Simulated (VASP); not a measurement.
A run of VASP 6.6.1 is set up as follows.

The input POSCAR:

```
Sn
1.0
    0.0000000000      3.2832111483      3.2832111483
    3.2832111483      0.0000000000      3.2832111483
    3.2832111483      3.2832111483      0.0000000000
Sn
2
Direct
    0.0000000000      0.0000000000      0.0000000000
    0.2500000000      0.2500000000      0.2500000000
```

INCAR.step1

```
SYSTEM = Sn
PREC = Accurate ; ENCUT = 520
ISMEAR = 0 ; SIGMA = 0.1
LREAL = .FALSE. ; LASPH = .TRUE.
NELM = 80 ; NBANDS = 21
GGA = PE ; ALGO = Normal
EDIFF = 1E-4 ; LWAVE = .TRUE.
LCHARG = .FALSE.
```

File INCAR.step2:

```
SYSTEM = Sn
PREC = Accurate ; ENCUT = 520
EDIFF = 1E-6 ; ISMEAR = 0
SIGMA = 0.1 ; LREAL = .FALSE.
LASPH = .TRUE. ; NELM = 80
ALGO = Normal ; ISIF = 2
LWAVE = .FALSE. ; LCHARG = .TRUE.
METAGGA = R2SCAN ; LMIXTAU = .TRUE.
LELF = .TRUE. ; LVHAR = .TRUE.
NBANDS = 21 ; ISTART = 1
```

The input KPOINTS:

```
regular mesh
0
G
  12 12 12
  0 0 0
```

Potentials or basis: VASP PAW PBE potentials, release 64 (Sn_d).

Launch:

```sh
$ cat potpaw_PBE.64/Sn_d/POTCAR > POTCAR
$ cp INCAR.step1 INCAR
$ mpirun -np 1 vasp_std > vasp.out
$ cp INCAR.step2 INCAR
$ mpirun -np 1 vasp_std > vasp.out
```

(1) Estimate the pressure.

(2) What does it give for the band gap on the k mesh?

## Answers

(1) 0.0 GPa.

(2) zero (filled and empty bands touch).

Caveat: the PAW data sets were made with another functional, which shifts forces and pressure a little; spin-orbit coupling is left out, which moves the levels of the heavy elements.
